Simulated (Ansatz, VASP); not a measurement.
**Ru in VASP and in Ansatz**

```
CELL_PARAMETERS angstrom
2.70580 -0.04059 -0.04059
-1.38805 2.36358 -0.01486
-0.06423 -0.06423 4.28190
ATOMIC_POSITIONS crystal
Ru 0.33333 0.66667 0.25000
Ru 0.66667 0.33333 0.75000
```

Change from the starting cell: equal xy, yz and zx shear strains of -3 %.

Alike in both runs: task single point; functional PBE; k mesh 14 × 14 × 8; occupations fermi-dirac, width 0.03 eV; no spin polarisation.

|  | VASP | Ansatz |
| --- | --- | --- |
| version | VASP 6.6.1 | Ansatz 0.2.0 |
| potentials or method | VASP PAW PBE potentials, release 64 (Ru_pv), cutoff 520 eV | all-electron LAPW, scalar-relativistic |

```tsv
	VASP	Ansatz	Ansatz less VASP
pressure (GPa)	5.3	5.3	+0.01
traceless stress, the component that is largest in VASP (GPa)	6.21	6.20	-0.003
rms of the force components (eV/Å)	0.086	0.086	-0.0005
```

Atom by atom the forces differ by 0.001 eV/Å (rms over components). Ansatz ran all-electron here, and VASP with PAW potentials.
